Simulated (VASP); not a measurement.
# MgO (P6_3/mmc) in VASP: notebook

MgO is run at these levels: PBEsol; tasks: single point.

All numbers are computed with VASP 6.6.1; they aren't measurements. Logs are shortened: lines on timing, memory, paths and dates and some standing lists are left out, and cuts for length are marked.

## Step 1: The cell of the first run

The structure is hexagonal, space group P6_3/mmc (No. 194). Conventional cell: a = 3.258 Å, b = 3.258 Å, c = 3.937 Å, α = 90.00°, β = 90.00°, γ = 120.00°. Within 2.5 Å of Mg (site symmetry -6m2) lie 5 O at 1.88 to 1.97 Å. O (site symmetry -6m2) has 5 Mg at 1.88 to 1.97 Å within 2.5 Å.

## Step 2: Single point, PBEsol

File INCAR:

```
PREC     = Accurate       # precision mode
ENCUT    = 520            # plane-wave cutoff, eV
EDIFF    = 1E-6           # SCF threshold, eV
ISMEAR   = 0              # smearing method
SIGMA    = 0.01           # smearing width, eV
LREAL    = F              # projectors in reciprocal space
LASPH    = T              # aspherical terms in the spheres
NELM     = 60             # most SCF steps
ALGO     = Normal         # electronic algorithm
ISIF     = 2              # what is computed and relaxed
LWAVE    = F              # write WAVECAR
LCHARG   = T              # write CHGCAR
GGA      = PS             # functional
LELF     = T              # ELF
LVHAR    = T            
NBANDS   = 16             # bands
```

File KPOINTS:

```
regular mesh
0
Gamma
  8 8 5
```

File POSCAR:

```
MgO
1.0
    3.2579482610     -0.0000000028      0.0000000000
   -1.6289741280      2.8214659596      0.0000000000
    0.0000000000      0.0000000000      3.9367411386
Mg O
2 2
Direct
    0.3333333333      0.6666666667     -0.0477022892
    0.6666666667      0.3333333333      0.4522977108
    0.3333333333      0.6666666667      0.4523022885
    0.6666666667      0.3333333333      0.9523022885
```

Potentials or basis: VASP PAW PBE potentials, release 64 (Mg, O).

Command:

```sh
cat potpaw_PBE.64/Mg/POTCAR potpaw_PBE.64/O/POTCAR > POTCAR
mpirun -np 1 vasp_std > vasp.out
```

OUTCAR:

```text
PREC = Accurate
   ENCUT = 520
   EDIFF = 1E-6
   ISMEAR = 0
   LREAL = F
   LASPH = T
   NELM = 60
   ISIF = 2
   GGA = PS

 ion  position               nearest neighbor table
   1  0.333  0.667  0.952-   4 1.88   4 1.88   4 1.88   3 1.97   3 1.97   2 2.72   2 2.72   2 2.72
                             2 2.72   2 2.72   2 2.72
   2  0.667  0.333  0.452-   3 1.88   3 1.88   3 1.88   4 1.97   4 1.97   1 2.72   1 2.72   1 2.72
                             1 2.72   1 2.72   1 2.72
   3  0.333  0.667  0.452-   2 1.88   2 1.88   2 1.88   1 1.97   1 1.97
   4  0.667  0.333  0.952-   1 1.88   1 1.88   1 1.88   2 1.97   2 1.97

  LATTYP: Found a hexagonal cell.
 ALAT       =     3.2579482610
 C/A-ratio  =     1.2083498028

  Lattice vectors:

 A1 = (   3.2579482610,  -0.0000000028,   0.0000000000)
 A2 = (  -1.6289741280,   2.8214659596,   0.0000000000)
 A3 = (   0.0000000000,   0.0000000000,   3.9367411386)

Analysis of symmetry for initial positions (statically):
=====================================================================
 Subroutine PRICEL returns:
 Original cell was already a primitive cell.

 Routine SETGRP: Setting up the symmetry group for a
 hexagonal supercell.

 Subroutine GETGRP returns: Found 24 space group operations
 (whereof  6 operations were pure point group operations)
 out of a pool of 24 trial point group operations.

The static configuration has the point symmetry C_3v.
 The point group associated with its full space group is D_6h.

Analysis of symmetry for dynamics (positions and initial velocities):
=====================================================================
 Subroutine PRICEL returns:
 Original cell was already a primitive cell.

 Routine SETGRP: Setting up the symmetry group for a
 hexagonal supercell.

 Subroutine GETGRP returns: Found 24 space group operations
 (whereof  6 operations were pure point group operations)
 out of a pool of 24 trial point group operations.

The dynamic configuration has the point symmetry C_3v.
 The point group associated with its full space group is D_6h.

 Subroutine INISYM returns: Found 24 space group operations
 (whereof  6 operations are pure point group operations),
 and found     1 'primitive' translations

----------------------------------------------------------------------------------------

                                     Primitive cell

[... 95 lines left out ...]
   LREAL  =      F    real-space projection
   EDIFFG = 0.1E-04   stopping-criterion for IOM
   NSW    =      0    number of steps for IOM
   IBRION =     -1    ionic relax: 0-MD 1-quasi-New 2-CG
   NFREE  =      0    steps in history (QN), initial steepest desc. (CG)
   ISIF   =      2    stress and relaxation
   ISYM   =      2    0-nonsym 1-usesym 2-fastsym
   POTIM  = 0.5000    time-step for ionic-motion
   TEBEG  =    0.0;   TEEND  =   0.0 temperature during run
   PSTRESS=    0.0 pullay stress
   NELECT =      16.0000    total number of electrons
   NUPDOWN=      -1.0000    fix difference up-down
   EMIN   =  10.00;   EMAX   =-10.00  energy-range for DOS
   EFERMI =   0.00;   METHOD = LEGACY
   ISMEAR =     0;   SIGMA  =   0.01  broadening in eV -4-tet -1-fermi 0-gaus
   EFERMI_NEDOS =   21; number of points for ismear=-14 and -15
   IALGO  =     38    algorithm
   IMIX   =      4    mixing-type and parameters
     AMIX     =   0.40;   BMIX     =  1.00
     AMIX_MAG =   1.60;   BMIX_MAG =  1.00
  volume/ion in A,a.u.               =       9.05        61.05
  Fermi-wavevector in a.u.,A,eV,Ry     =   1.247181  2.356831 21.163329  1.555461
  Thomas-Fermi vector in A             =   2.381325
   LORBIT       =      0    0 simple, 1 ext, 2 COOP (PROOUT), +10 PAW based schemes
   GGA     = PS    functional components
   LHFCALC =     F    Hartree Fock is set to
   AEXX    =    0.0000 exact exchange contribution
   IVDW    =     0    specifies the selected vdW correction
   LEPSILON=     F    determine dielectric tensor
   LRPA    =     F    only Hartree local field effects (RPA)
 non-spin polarized calculation
 Gauss-broadening in eV      SIGMA  =   0.01
  energy-cutoff  :      520.00
  volume of cell :       36.19
 maximum number of plane-waves:       988
   NGX = 13   NGY = 13   NGZ = 15

 number of electron      16.0000012 magnetization

 Free energy of the ion-electron system (eV)
  ---------------------------------------------------
  ext. energy  EPLUGINS =         0.00000000
  ---------------------------------------------------
  free energy    TOTEN  =       -23.89707825 eV

  energy without entropy =      -23.89707825  energy(sigma->0) =      -23.89707825

 E-fermi :   3.4147     XC(G=0): -11.2330

 val. band max:        3.3398975486   @ k =   0.0000   0.0000   0.0000
 cond. band min:       7.6714746087   @ k =   0.0000   0.0000   0.0000
 fundamental gap:      4.3315770601
 Fermi energy:         3.4147496192

 k-point     1 :       0.0000    0.0000    0.0000
  band No.  band energies     occupation
      1     -14.5293      2.00000
      2     -12.5403      2.00000
      3      -1.1474      2.00000
      4       1.1683      2.00000
      5       1.1683      2.00000
      6       2.2093      2.00000
[... 433 lines left out ...]
      3      -1.3276      2.00000
      4      -0.8831      2.00000
      5       1.1463      2.00000
      6       1.7697      2.00000
[... 8 lines left out ...]
     15      19.5164      0.00000
     16      20.1503      0.00000

 [... further k-points ...]

------------------------ aborting loop because EDIFF is reached ----------------------------------------

  FORCE on cell =-STRESS in cart. coord.  units (eV):
  Direction    XX          YY          ZZ          XY          YZ          ZX
  --------------------------------------------------------------------------------------
  -------------------------------------------------------------------------------------
  Total        9.1343718      9.1343718      9.0748769      0.0000000     -0.0000000     -0.0000000
  in kB      404.4207303    404.4207303    401.7866184      0.0000000     -0.0000000     -0.0000000
  external PRESSURE =     403.5426930 kB  Pullay stress =       0.0000000 kB

 VOLUME and BASIS-vectors are now :
 -----------------------------------------------------------------------------
  energy-cutoff  :      520.00
  volume of cell :       36.19
      direct lattice vectors                 reciprocal lattice vectors
     3.257948261 -0.000000003  0.000000000     0.306941646  0.177212841  0.000000000
    -1.628974128  2.821465960  0.000000000     0.000000000  0.354425683  0.000000000
     0.000000000  0.000000000  3.936741139     0.000000000  0.000000000  0.254017210

 POSITION                                       TOTAL-FORCE (eV/Angst)
 -----------------------------------------------------------------------------------
      0.00000      1.88098      3.74895        -0.000000      0.000000     -0.000000
      1.62897      0.94049      1.78058         0.000000     -0.000000     -0.000000
      0.00000      1.88098      1.78060         0.000000      0.000000     -0.000000
      1.62897      0.94049      3.74897         0.000000      0.000000      0.000000
 -----------------------------------------------------------------------------------
    total drift:                               -0.000000      0.000000     -0.043460

  FREE ENERGIE OF THE ION-ELECTRON SYSTEM (eV)
  ---------------------------------------------------
  free  energy   TOTEN  =       -23.8970782508 eV

  energy  without entropy=      -23.8970782508  energy(sigma->0) =      -23.89707825
```

stdout:

```text
POSCAR found type information on POSCAR MgO
 POSCAR found :  2 types and       4 ions
 scaLAPACK will be used
 -----------------------------------------------------------------------------
|                                                                             |
|                                                                             |
|     You enforced a specific xc type in the INCAR file but a different       |
|     I HOPE YOU KNOW WHAT YOU ARE DOING!                                     |
|                                                                             |
 -----------------------------------------------------------------------------

 LDA part: xc-table for (Slater+PW92), standard interpolation
 POSCAR, INCAR and KPOINTS ok, starting setup
 FFT: planning ... GRIDC
 FFT: planning ... GRID_SOFT
 FFT: planning ... GRID
 WAVECAR not read
 entering main loop
```

It took 16 s on 1 thread of Intel Xeon 8259CL, shared host; peak memory 0.15 GiB.

What came out:

- Free energy: -23.8971 eV
- Pressure: 40.4 GPa
- Band gap on the k mesh: 4.33 eV

Stress tensor (GPa, compression positive):
```
40.44  0.00  0.00
 0.00 40.44  0.00
 0.00  0.00 40.18
```

Levels at points of the mesh, in eV from the valence-band top:
```tsv
k point	band 5	band 6	band 7	band 8	band 9	band 10	band 11	band 12
(0.00, 0.00, 0.00)	-2.17	-1.13	-1.13	0.00	4.33	10.99	13.63	13.84
(0.50, 0.00, 0.00)	-2.87	-2.36	-1.66	-0.69	7.41	10.14	11.09	13.50
```

Caveat: the cell stands under pressure; the PAW data sets were made with another functional, which shifts forces and pressure a little.

[end of part 1 of 2]
